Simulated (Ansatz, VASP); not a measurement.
## One calculation of Se, two programs

File INCAR:

```
ALGO = Normal
EDIFF = 1E-6
ENCUT = 500
GGA = PS
GGA_COMPAT = False
ISIF = 2
ISMEAR = -1
LASPH = True
LCHARG = False
LREAL = False
LWAVE = False
NBANDS = 13
NELM = 120
PREC = Accurate
SIGMA = 0.1
```

The input KPOINTS:

```
k-points
0
Gamma
  10 10 10
```

The input POSCAR:

```
Se
1.0
    0.0000000000      3.1529380182      3.1529380182
    3.1529380182      0.0000000000      3.1529380182
    3.1529380182      3.1529380182      0.0000000000
Se
2
Direct
    0.1250000000      0.1250000000      0.1250000000
    0.8750000000      0.8750000000      0.8750000000
```

Input for Ansatz:

```yaml
crystal:
  lattice:
    - [0.0, 3.1529380182, 3.1529380182]
    - [3.1529380182, 0.0, 3.1529380182]
    - [3.1529380182, 3.1529380182, 0.0]
  atoms:
    - { symbol: Se, position: [0.125, 0.125, 0.125] }
    - { symbol: Se, position: [0.875, 0.875, 0.875] }
hamiltonian:
  xc: pbesol
  pseudopotentials:
    kind: paw
    azcp:
      Se: "pseudopotentials/Se.paw.azcp"
basis:
  ecutwfc: 420
  fft_grid_basis: typed
kpoints:
  mp_grid: { grid: [10, 10, 10], shift: [0, 0, 0] }
magnetization:
  spin_polarized: false
scf:
  occupations: { method: fermi_dirac, width: 0.1 }
  lower_state_search: "off"
output:
  stress: true
```

Alike in both runs: task single point; functional PBEsol; k mesh 10 × 10 × 10; occupations fermi-dirac, width 0.1 eV; no spin polarisation.

```csv
,VASP,Ansatz
version,VASP 6.6.1,Ansatz 0.2.0
potentials or method,"VASP PAW PBE potentials, release 64 (Se), cutoff 500 eV","plane waves (420 eV) with PAW, scalar-relativistic"
valence electrons in the cell,12,32
```

|  | VASP | Ansatz | Ansatz less VASP |
| --- | --- | --- | --- |
| pressure (GPa) | -1.6 | -1.6 | -0.05 |

VASP's potentials were made for PBE, not for PBEsol, and Ansatz warns of the same on its side. VASP's potentials hold 12 valence electrons a cell and Ansatz's 32, so a difference there can come from the potentials and not from the codes.
